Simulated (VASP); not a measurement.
# Os (P6_3/mmc) in VASP: notebook, part 2 of 2

VASP 6.6.1. The steps go on from the part before.

## 3. Relaxation of cell and atoms, PBEsol

This run uses another cell than the first one, of 13.98 Å³/atom, 1.007 times its volume.

The input, INCAR:

```
PREC = Accurate
ENCUT = 600
EDIFF = 1E-6
ISMEAR = 0
SIGMA = 0.1
LREAL = F
LASPH = T
NELM = 80
ALGO = Normal
ISIF = 3
LWAVE = F
LCHARG = F
GGA = PS
IBRION = 2
NSW = 80
EDIFFG = -0.01
```

The input, KPOINTS:

```
Automatic mesh
0
Gamma
  9 9 5
```

The input, POSCAR:

```
Os
1.0
    2.7341000000      0.0000000000      0.0000000000
   -1.3670500000      2.3678000600      0.0000000000
    0.0000000000      0.0000000000      4.3197000000
Os
2
Direct
    0.3333333333      0.6666666667      0.2500000000
    0.6666666667      0.3333333333      0.7500000000
```

Potentials or basis: VASP PAW PBE potentials, release 64 (Os).

The run is started by

```console
$ cat potpaw_PBE.64/Os/POTCAR > POTCAR
$ mpirun -np 1 vasp_std > vasp.out
```

OUTCAR:

```text
PREC = Accurate
   ENCUT = 600
   EDIFF = 1E-6
   ISMEAR = 0
   LREAL = F
   LASPH = T
   NELM = 80
   ISIF = 3
   GGA = PS
   IBRION = 2
   NSW = 80
   EDIFFG = -0.01

 ion  position               nearest neighbor table
   1  0.333  0.667  0.250-   2 2.68   2 2.68   2 2.68   2 2.68   2 2.68   2 2.68
   2  0.667  0.333  0.750-   1 2.68   1 2.68   1 2.68   1 2.68   1 2.68   1 2.68

  LATTYP: Found a hexagonal cell.
 ALAT       =     2.7341000000
 C/A-ratio  =     1.5799348963

  Lattice vectors:

 A1 = (   2.7341000000,   0.0000000000,   0.0000000000)
 A2 = (  -1.3670500000,   2.3678000600,   0.0000000000)
 A3 = (   0.0000000000,   0.0000000000,   4.3197000000)

Analysis of symmetry for initial positions (statically):
=====================================================================
 Subroutine PRICEL returns:
 Original cell was already a primitive cell.

 Routine SETGRP: Setting up the symmetry group for a
 hexagonal supercell.

 Subroutine GETGRP returns: Found 24 space group operations
 (whereof 12 operations were pure point group operations)
 out of a pool of 24 trial point group operations.

The static configuration has the point symmetry D_3d.
 The point group associated with its full space group is D_6h.

Analysis of symmetry for dynamics (positions and initial velocities):
[... 171 lines left out ...]
  in kB      -27.7606952    -27.7606953    -19.9988002      0.0000000      0.0000000      0.0000000
  external PRESSURE =     -25.1733969 kB  Pullay stress =       0.0000000 kB
[... 23 lines left out ...]
--------------------------------------- Ionic step        2  -------------------------------------------

 number of electron      16.0000000 magnetization

 E-fermi :  10.0143     XC(G=0): -14.3387

 val. band max:       10.0099327601   @ k =   0.1111   0.1111   0.4000
 cond. band min:      10.0445401503   @ k =   0.1111   0.0000   0.4000
 fundamental gap:      0.0346073902
 Fermi energy:        10.0142712278

 k-point     1 :       0.0000    0.0000    0.0000
  band No.  band energies     occupation
      1      -1.4865      2.00000
      2       1.6586      2.00000
      3       6.5851      2.00000
      4       6.5851      2.00000
      5       6.8227      2.00000
      6       7.4679      2.00000
      7       7.4679      2.00000
      8       8.2083      2.00000
      9       8.2083      2.00000
     10       9.7752      1.99928
     11      11.5950      0.00000
     12      11.5950      0.00000
[... 560 lines left out ...]
--------------------------------------- Ionic step        8  -------------------------------------------

 number of electron      16.0000001 magnetization

 Free energy of the ion-electron system (eV)
  ---------------------------------------------------
  ext. energy  EPLUGINS =         0.00000000
  ---------------------------------------------------
  free energy    TOTEN  =       -24.51413230 eV

  energy without entropy =      -24.50759575  energy(sigma->0) =      -24.51086403

 E-fermi :   9.5977     XC(G=0): -14.1902

 val. band max:        9.4142267737   @ k =   0.4444   0.1111   0.4000
 cond. band min:       9.5977330402   @ k =   0.1111   0.1111   0.4000
 fundamental gap:      0.1835062665
 Fermi energy:         9.5976520009

 k-point     1 :       0.0000    0.0000    0.0000
  band No.  band energies     occupation
      1      -1.6491      2.00000
      2       1.5134      2.00000
      3       6.3033      2.00000
      4       6.3033      2.00000
      5       6.5543      2.00000
      6       7.1539      2.00000
      7       7.1539      2.00000
      8       7.8455      2.00000
      9       7.8455      2.00000
     10       9.3896      1.99674
     11      11.1220      0.00000
     12      11.1220      0.00000
[... 374 lines left out ...]
  FREE ENERGIE OF THE ION-ELECTRON SYSTEM (eV)
  ---------------------------------------------------
  free  energy   TOTEN  =       -24.5141323031 eV

  energy  without entropy=      -24.5075957528  energy(sigma->0) =      -24.51086403

 reached required accuracy - stopping structural energy minimisation
```

OSZICAR:

```text
N       E                     dE             d eps       ncg     rms          rms(c)
DAV:   1     0.117805673716E+03    0.11781E+03   -0.84016E+03   864   0.144E+03
DAV:   2    -0.175933365371E+02   -0.13540E+03   -0.12302E+03   908   0.422E+02
DAV:   3    -0.258673569619E+02   -0.82740E+01   -0.76463E+01  1132   0.869E+01
[... 52 lines left out ...]
       N       E                     dE             d eps       ncg     rms          rms(c)
DAV:   1    -0.245141997846E+02   -0.13129E-03   -0.52249E-03   888   0.637E-01    0.389E-02
DAV:   2    -0.245141489177E+02    0.50867E-04   -0.59337E-05  1048   0.104E-01    0.203E-02
DAV:   3    -0.245141321692E+02    0.16749E-04   -0.30744E-05   952   0.490E-02    0.354E-03
DAV:   4    -0.245141323031E+02   -0.13392E-06   -0.19924E-06   616   0.181E-02
   8 F= -.24514132E+02 E0= -.24510864E+02  d E =-.237501E-04
```

Wall time 28 s (1 thread of Intel Xeon 6975P-C (Granite Rapids), shared host); peak memory 0.16 GiB.

Results:

```
Free energy                            : -24.5141 eV
Relaxed volume                         : 13.90 Å³/atom
Relaxed cell                           : a = 2.727 Å, b = 2.727 Å, c = 4.315 Å, α = 90.00°, β = 90.00°, γ = 120.00°
Space group after relaxing (to 0.05 Å) : P6_3/mmc (No. 194)
Energy gained by relaxing              : 0.7 meV/atom
Ionic steps                            : 8
Pressure after relaxing                : 0.1 GPa
Band gap on the k mesh                 : zero (band 8 reaches 11.46 eV, above the bottom of band 9 at 7.57 eV)
```

The path:
```csv
step,energy change (eV),largest force (eV/Å),pressure (GPa),volume (Å³)
1,0.0000,0.0000,-2.52,27.96
2,0.0256,0.0000,12.35,27.09
3,-0.0013,0.0000,0.03,27.80
4,-0.0013,0.0000,0.03,27.80
5,0.0053,0.0000,6.00,27.44
6,-0.0013,0.0000,0.12,27.80
7,-0.0013,0.0000,0.05,27.80
8,-0.0014,0.0000,0.09,27.80
```

Final structure:
```xyz
2
Lattice="2.7274 0.0000 0.0000 -1.3637 2.3620 0.0000 0.0000 0.0000 4.3150" Properties=species:S:1:pos:R:3 pbc="T T T"
Os    0.0000    1.5746    1.0788
Os    1.3637    0.7873    3.2363
```

Caveat: the PAW data sets were made with another functional, which shifts forces and pressure a little; spin-orbit coupling is left out, which moves the levels of the heavy elements.
